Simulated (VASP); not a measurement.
# Si (P6_3/mmc) in VASP: a series of runs

Runs on Si. Level: PBE. Tasks: single point.

Program: VASP 6.6.1. These are calculated values, not measurements. Logs are shortened: lines on timing, memory, paths and dates and some standing lists are left out, and cuts for length are marked.

### Step 1. The cell of the first run

The structure is hexagonal, space group P6_3/mmc (No. 194). Conventional cell: a = 3.957 Å, b = 3.957 Å, c = 6.029 Å, α = 90.00°, β = 90.00°, γ = 120.00°. Si (site symmetry 3m) has 4 Si at 2.03 to 2.49 Å within 2.7 Å.

This isn't the form of Si at room conditions, which is diamond.

### Step 2. Single point, PBE

INCAR

```
PREC     = Accurate       # precision mode
ENCUT    = 520            # plane-wave cutoff, eV
EDIFF    = 1E-7           # SCF threshold, eV
ISMEAR   = 0              # smearing method
SIGMA    = 0.05           # smearing width, eV
LREAL    = F              # projectors in reciprocal space
LASPH    = T              # aspherical terms in the spheres
NELM     = 100            # most SCF steps
ALGO     = Normal         # electronic algorithm
ISIF     = 2              # what is computed and relaxed
LWAVE    = F              # write WAVECAR
LCHARG   = F              # write CHGCAR
GGA      = PE             # functional
NBANDS   = 16             # bands
```

KPOINTS

```
regular mesh
0
Gamma
  12 12 6
```

POSCAR

```
Si
1.0
    3.9567452140      0.0000000000      0.0000000000
   -1.9783726070      3.4266418716      0.0000000000
    0.0000000000      0.0000000000      6.0292883571
Si
4
Direct
    0.3333333333      0.6666666667      0.0817861204
    0.6666666667      0.3333333333      0.5817861204
    0.3333333333      0.6666666667      0.4182138796
    0.6666666667      0.3333333333      0.9182138796
```

Potentials or basis: VASP PAW PBE potentials, release 64 (Si).

Run with:

```
> cat potpaw_PBE.64/Si/POTCAR > POTCAR
> mpirun -np 1 vasp_std > vasp.out
```

OUTCAR:

```text
PREC = Accurate
   ENCUT = 520
   EDIFF = 1E-7
   ISMEAR = 0
   LREAL = F
   LASPH = T
   NELM = 100
   ISIF = 2
   GGA = PE

 ion  position               nearest neighbor table
   1  0.333  0.667  0.082-   3 2.03   4 2.49   4 2.49   4 2.49
   2  0.667  0.333  0.582-   4 2.03   3 2.49   3 2.49   3 2.49
   3  0.333  0.667  0.418-   1 2.03   2 2.49   2 2.49   2 2.49
   4  0.667  0.333  0.918-   2 2.03   1 2.49   1 2.49   1 2.49

  LATTYP: Found a hexagonal cell.
 ALAT       =     3.9567452140
 C/A-ratio  =     1.5238000000

  Lattice vectors:

 A1 = (   3.9567452140,   0.0000000000,   0.0000000000)
 A2 = (  -1.9783726070,   3.4266418716,   0.0000000000)
 A3 = (   0.0000000000,   0.0000000000,   6.0292883571)

Analysis of symmetry for initial positions (statically):
=====================================================================
 Subroutine PRICEL returns:
 Original cell was already a primitive cell.

 Routine SETGRP: Setting up the symmetry group for a
 hexagonal supercell.

 Subroutine GETGRP returns: Found 24 space group operations
 (whereof 12 operations were pure point group operations)
 out of a pool of 24 trial point group operations.

The static configuration has the point symmetry D_3d.
 The point group associated with its full space group is D_6h.

Analysis of symmetry for dynamics (positions and initial velocities):
=====================================================================
 Subroutine PRICEL returns:
 Original cell was already a primitive cell.

 Routine SETGRP: Setting up the symmetry group for a
 hexagonal supercell.

 Subroutine GETGRP returns: Found 24 space group operations
 (whereof 12 operations were pure point group operations)
 out of a pool of 24 trial point group operations.

The dynamic configuration has the point symmetry D_3d.
 The point group associated with its full space group is D_6h.

 Subroutine INISYM returns: Found 24 space group operations
 (whereof 12 operations are pure point group operations),
 and found     1 'primitive' translations

----------------------------------------------------------------------------------------

                                     Primitive cell

  volume of cell :      81.7472

  direct lattice vectors                    reciprocal lattice vectors
[... 91 lines left out ...]
   EDIFF  = 0.1E-06   stopping-criterion for ELM
   LREAL  =      F    real-space projection
   EDIFFG = 0.1E-05   stopping-criterion for IOM
   NSW    =      0    number of steps for IOM
   IBRION =     -1    ionic relax: 0-MD 1-quasi-New 2-CG
   NFREE  =      0    steps in history (QN), initial steepest desc. (CG)
   ISIF   =      2    stress and relaxation
   ISYM   =      2    0-nonsym 1-usesym 2-fastsym
   POTIM  = 0.5000    time-step for ionic-motion
   TEBEG  =    0.0;   TEEND  =   0.0 temperature during run
   PSTRESS=    0.0 pullay stress
   NELECT =      16.0000    total number of electrons
   NUPDOWN=      -1.0000    fix difference up-down
   EMIN   =  10.00;   EMAX   =-10.00  energy-range for DOS
   EFERMI =   0.00;   METHOD = LEGACY
   ISMEAR =     0;   SIGMA  =   0.05  broadening in eV -4-tet -1-fermi 0-gaus
   EFERMI_NEDOS =   21; number of points for ismear=-14 and -15
   IALGO  =     38    algorithm
   IMIX   =      4    mixing-type and parameters
     AMIX     =   0.40;   BMIX     =  1.00
     AMIX_MAG =   1.60;   BMIX_MAG =  1.00
  volume/ion in A,a.u.               =      20.44       137.91
  Fermi-wavevector in a.u.,A,eV,Ry     =   0.950511  1.796206 12.292475  0.903471
  Thomas-Fermi vector in A             =   2.078895
   LORBIT       =      0    0 simple, 1 ext, 2 COOP (PROOUT), +10 PAW based schemes
   GGA     = PE    functional components
   LHFCALC =     F    Hartree Fock is set to
   AEXX    =    0.0000 exact exchange contribution
   IVDW    =     0    specifies the selected vdW correction
   LEPSILON=     F    determine dielectric tensor
   LRPA    =     F    only Hartree local field effects (RPA)
 non-spin polarized calculation
 Gauss-broadening in eV      SIGMA  =   0.05
  energy-cutoff  :      520.00
  volume of cell :       81.75
 maximum number of plane-waves:      2243
 NGX is ok and might be reduce to    30
   NGX = 15   NGY = 15   NGZ = 23

 number of electron      15.9999999 magnetization

 Free energy of the ion-electron system (eV)
  ---------------------------------------------------
  ext. energy  EPLUGINS =         0.00000000
  ---------------------------------------------------
  free energy    TOTEN  =       -19.83174079 eV

  energy without entropy =      -19.83113393  energy(sigma->0) =      -19.83143736

 E-fermi :   6.1069     XC(G=0):  -9.3146

 val. band max:        6.0934774556   @ k =   0.0833   0.0833   0.0000
 cond. band min:       6.2337730641   @ k =   0.5000  -0.0000   0.0000
 fundamental gap:      0.1402956085
 Fermi energy:         6.1069068604

 k-point     1 :       0.0000    0.0000    0.0000
  band No.  band energies     occupation
      1      -6.3930      2.00000
      2      -3.0030      2.00000
      3      -2.5213      2.00000
      4       4.0136      2.00000
      5       4.0136      2.00000
      6       4.4447      2.00000
[... 433 lines left out ...]
      3      -1.4014      2.00000
      4       1.1971      2.00000
      5       1.5195      2.00000
      6       2.9855      2.00000
[... 8 lines left out ...]
     15      12.4694      0.00000
     16      12.8366      0.00000

 [... further k-points ...]

------------------------ aborting loop because EDIFF is reached ----------------------------------------

  FORCE on cell =-STRESS in cart. coord.  units (eV):
  Direction    XX          YY          ZZ          XY          YZ          ZX
  --------------------------------------------------------------------------------------
  -------------------------------------------------------------------------------------
  Total       -4.5332907     -4.5332907     19.8294334      0.0000000      0.0000000      0.0000000
  in kB      -88.8487448    -88.8487448    388.6404751      0.0000000      0.0000000      0.0000000
  external PRESSURE =      70.3143285 kB  Pullay stress =       0.0000000 kB

 VOLUME and BASIS-vectors are now :
 -----------------------------------------------------------------------------
  energy-cutoff  :      520.00
  volume of cell :       81.75
      direct lattice vectors                 reciprocal lattice vectors
     3.956745214  0.000000000  0.000000000     0.252732978  0.145915453  0.000000000
    -1.978372607  3.426641872  0.000000000     0.000000000  0.291830905  0.000000000
     0.000000000  0.000000000  6.029288357     0.000000000  0.000000000  0.165857053

 POSITION                                       TOTAL-FORCE (eV/Angst)
 -----------------------------------------------------------------------------------
     -0.00000      2.28443      0.49311         0.000000      0.000000     -6.300243
      1.97837      1.14221      3.50776        -0.000000      0.000000     -6.300243
     -0.00000      2.28443      2.52153         0.000000      0.000000      6.300243
      1.97837      1.14221      5.53618        -0.000000      0.000000      6.300243
 -----------------------------------------------------------------------------------
    total drift:                               -0.000000      0.000000      0.000000

  FREE ENERGIE OF THE ION-ELECTRON SYSTEM (eV)
  ---------------------------------------------------
  free  energy   TOTEN  =       -19.8317407875 eV

  energy  without entropy=      -19.8311339280  energy(sigma->0) =      -19.83143736
```

Run time: 2.2 min. Hardware: 1 thread of Intel Xeon 8259CL, shared host; peak memory 0.23 GiB.

What came out:

```
Free energy            : -19.8317 eV
Pressure               : 7.0 GPa
Largest force          : 6.300 eV/Å
Band gap on the k mesh : zero (bands 8 and 9 overlap by 0.60 eV)
```

Forces on the atoms (eV/Å):
```
Si   0.000  0.000 -6.300
Si   0.000  0.000 -6.300
Si   0.000  0.000  6.300
Si   0.000  0.000  6.300
```

Stress tensor (GPa, compression positive):
```
-8.88  0.00  0.00
 0.00 -8.88  0.00
 0.00  0.00 38.86
```

Levels at points of the mesh, in eV from the Fermi level:
| k point | band 6 | band 7 | band 8 | band 9 | band 10 | band 11 |
| --- | --- | --- | --- | --- | --- | --- |
| (0.00, 0.00, 0.00) | -1.66 | 0.34 | 0.42 | 0.42 | 0.83 | 0.83 |
| (0.50, 0.00, 0.00) | -3.92 | -3.46 | -0.91 | 0.13 | 1.46 | 1.91 |
| (0.00, 0.00, 0.50) | -1.32 | -1.32 | -1.32 | 1.43 | 1.43 | 2.56 |
| (0.50, 0.00, 0.50) | -2.83 | -2.62 | -2.62 | 0.49 | 0.49 | 2.08 |

Caveat: the stress differs along the axes, from -9 to 39 GPa; semilocal functionals underestimate gaps, and a narrow one can read as zero; forces of over 1 eV/Å act on the atoms, so gaps and moduli don't describe the material at rest.

### Step 3. Single point, PBE

INCAR

```
SYSTEM = Si
PREC = Accurate
ENCUT = 520
EDIFF = 1E-6
ISMEAR = 0
SIGMA = 0.05
LREAL = .False.
LASPH = .True.
NELM = 60
ALGO = Normal
ISIF = 2
LWAVE = .False.
LCHARG = .True.
GGA = PE
LELF = .True.
LVHAR = .True.
NBANDS = 16
```

KPOINTS

```
Automatic mesh
0
Gamma
  12 12 6
  0 0 0
```

POSCAR

```
Si
1.0
    3.9567452140      0.0000000000      0.0000000000
   -1.9783726070      3.4266418716      0.0000000000
    0.0000000000      0.0000000000      6.0292883571
Si
4
Direct
    0.3333333333      0.6666666667      0.0723590967
    0.6666666667      0.3333333333      0.5723590967
    0.3333333333      0.6666666667      0.4276409033
    0.6666666667      0.3333333333      0.9276409033
```

Potentials or basis: VASP PAW PBE potentials, release 64 (Si).

Run with:

```
> cat potpaw_PBE.64/Si/POTCAR > POTCAR
> mpirun -np 1 vasp_std > vasp.out
```

It took 2.3 min on 1 thread of Intel Xeon 8259CL, shared host; peak memory 0.23 GiB.

Results (log left out):

| Quantity | Value |
| --- | --- |
| Free energy | -20.9115 eV |
| Pressure | 3.1 GPa |
| Largest force | 3.319 eV/Å |
| Band gap on the k mesh | zero (bands 8 and 9 overlap by 0.11 eV) |

Forces on the atoms (eV/Å):
```
Si   0.000  0.000 -3.319
Si   0.000  0.000 -3.319
Si   0.000  0.000  3.319
Si   0.000  0.000  3.319
```

Stress tensor (GPa, compression positive):
```
-7.38  0.00  0.00
 0.00 -7.38  0.00
 0.00  0.00 24.16
```

Levels at points of the mesh, in eV from the Fermi level:
```
           k point  band 5  band 6  band 7  band 8  band 9  band 10  band 11  band 12
(0.00, 0.00, 0.00)   -2.13   -1.16    0.09    0.09    0.09     1.09     1.09     2.69
(0.50, 0.00, 0.00)   -5.23   -3.64   -3.51   -1.22   -0.02     1.98     2.33     2.41
(0.00, 0.00, 0.50)   -1.37   -1.37   -1.37   -1.37    1.16     1.16     2.52     2.52
(0.50, 0.00, 0.50)   -2.70   -2.70   -2.67   -2.67    0.59     0.59     1.94     1.94
```

Caveat: the stress differs along the axes, from -7 to 24 GPa; semilocal functionals underestimate gaps, and a narrow one can read as zero; forces of over 1 eV/Å act on the atoms, so gaps and moduli don't describe the material at rest.

### Step 4. Single point, PBE

INCAR

```
PREC = Accurate ; ENCUT = 520
EDIFF = 1E-6 ; ISMEAR = 0
SIGMA = 0.05 ; LREAL = F
LASPH = T ; NELM = 100
ALGO = Normal ; ISIF = 2
LWAVE = F ; LCHARG = F
GGA = PE ; NBANDS = 16
```

KPOINTS

```
regular mesh
0
Gamma
  12 12 6
```

POSCAR

```
Si
1.0
    3.9946794941      0.0000000000      0.0000000000
   -1.9973397471      3.4594939219      0.0000000000
    0.0000000000      0.0000000000      5.9153213949
Si
4
Direct
    0.3333333333      0.6666666667      0.0582185610
    0.6666666667      0.3333333333      0.5582185610
    0.3333333333      0.6666666667      0.4417814390
    0.6666666667      0.3333333333      0.9417814390
```

Run with:

```
> cat potpaw_PBE.64/Si/POTCAR > POTCAR
> mpirun -np 1 vasp_std > vasp.out
```

Run time: 2.2 min. Hardware: 1 thread of Intel Xeon 8259CL, shared host; peak memory 0.23 GiB.

Results (log left out):

```
Free energy            : -21.2847 eV
Pressure               : 0.8 GPa
Largest force          : 0.595 eV/Å
Band gap on the k mesh : zero (bands 8 and 9 overlap by 0.12 eV)
```

Forces in eV/Å, atoms in the order of the input:
```
Si   0.000  0.000 -0.595
Si   0.000  0.000 -0.595
Si   0.000  0.000  0.595
Si   0.000  0.000  0.595
```

Stress tensor (GPa, compression positive):
```
-6.45  0.00  0.00
 0.00 -6.45  0.00
 0.00  0.00 15.42
```

Levels at points of the mesh, in eV from the Fermi level:
| k point | band 4 | band 5 | band 6 | band 7 | band 8 | band 9 | band 10 | band 11 | band 12 | band 13 |
| --- | --- | --- | --- | --- | --- | --- | --- | --- | --- | --- |
| (0.00, 0.00, 0.00) | -1.97 | -1.97 | -0.17 | 0.08 | 0.08 | 0.08 | 1.60 | 1.60 | 2.88 | 4.30 |
| (0.50, 0.00, 0.00) | -5.38 | -4.53 | -3.31 | -2.85 | -1.16 | 0.02 | 2.56 | 2.98 | 3.59 | 6.10 |
| (0.00, 0.00, 0.50) | -3.47 | -1.22 | -1.22 | -1.22 | -1.22 | 0.98 | 0.98 | 2.77 | 2.77 | 2.77 |
| (0.50, 0.00, 0.50) | -7.08 | -2.51 | -2.51 | -1.82 | -1.82 | 0.98 | 0.98 | 2.32 | 2.32 | 6.00 |

Caveat: the stress differs along the axes, from -6 to 15 GPa; semilocal functionals underestimate gaps, and a narrow one can read as zero.

### Step 5. Summary

```tsv
cell	gap on the mesh (eV)	pressure (GPa)	largest force (eV/Å)
a = 3.957, b = 3.957, c = 6.029 Å, angles 90.0, 90.0, 120.0°, 4 atoms, atomic positions A	none	7.0	6.30
a = 3.957, b = 3.957, c = 6.029 Å, angles 90.0, 90.0, 120.0°, 4 atoms, atomic positions B	none	3.1	3.32
a = 3.995, b = 3.995, c = 5.915 Å, angles 90.0, 90.0, 120.0°, 4 atoms, atomic positions C	none	0.8	0.59
```

Alike in all rows: task single point; level PBE; potentials or basis VASP PAW PBE potentials, release 64 (Si); no spin polarisation; k mesh 12 × 12 × 6; cutoff (eV) 520; smearing gaussian 0.05 eV.

Caveats: semilocal functionals underestimate gaps, and a narrow one can read as zero; forces of over 1 eV/Å act on the atoms, so gaps and moduli don't describe the material at rest (at least some runs); the stress differs along the axes, from -9 to 39 GPa (at least some runs); the stress differs along the axes, from -7 to 24 GPa (at least some runs); the stress differs along the axes, from -6 to 15 GPa (at least some runs).

Absolute energies hang on the potentials; compare differences alone.

The gap in the log of VASP goes by the Fermi energy; the results here count the filled bands.